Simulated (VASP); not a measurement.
**SnO: single point with LDA**

SnO:

```
CELL_PARAMETERS angstrom
3.35500 0.00000 0.00000
0.00000 5.67410 0.00000
0.00000 0.00000 4.22197
ATOMIC_POSITIONS crystal
Sn 0.99561 0.19964 0.50353
Sn 0.49747 0.75146 0.01650
O 0.97928 0.86129 0.72966
O 0.51364 0.09748 0.20344
```

```yaml
Program: VASP 6.6.1
Task: single point
Functional: LDA
Potentials_or_basis: VASP PAW LDA potentials, release 64 (Sn_d, O_h)
Cutoff: 1340 eV
k_mesh: 4 × 3 × 3
Occupations: gaussian, width 0.01 eV
Spin: no spin polarisation
Dipole_correction: no
Further_INCAR_settings: ALGO = Normal; EDIFF = 1e-06; NBANDS = 28
```

| Item | Value |
| --- | --- |
| Pressure | -4.3 GPa |
| Largest force | 0.711 eV/Å |
| Band gap on the k mesh | 1.82 eV (least direct gap 2.32 eV) |

Forces on the atoms (eV/Å):
```
Sn   0.165 -0.106 -0.140
Sn  -0.218  0.169 -0.293
O    0.437  0.233 -0.087
O   -0.384 -0.296  0.520
```

Stress tensor (GPa, compression positive):
```
-5.61 -0.12 -0.19
-0.12 -2.80  1.11
-0.19  1.11 -4.53
```

Levels at points of the mesh, in eV from the valence-band top:
```csv
k point,band 18,band 19,band 20,band 21,band 22,band 23
"(0.00, 0.00, 0.00)",-2.55,-2.07,0.00,2.95,3.27,5.91
"(0.50, 0.00, 0.00)",-2.47,-1.00,-0.90,2.37,2.58,5.46
```

Run time: 72 s on 1 thread of Intel(R) Xeon(R) 6975P-C (Granite Rapids), on a shared host, peak memory 0.37 GiB.

Caveat: the k points lie up to 0.50 Å⁻¹ apart; spin-orbit coupling is left out, which moves the levels of the heavy elements. A k mesh can miss the band edges.
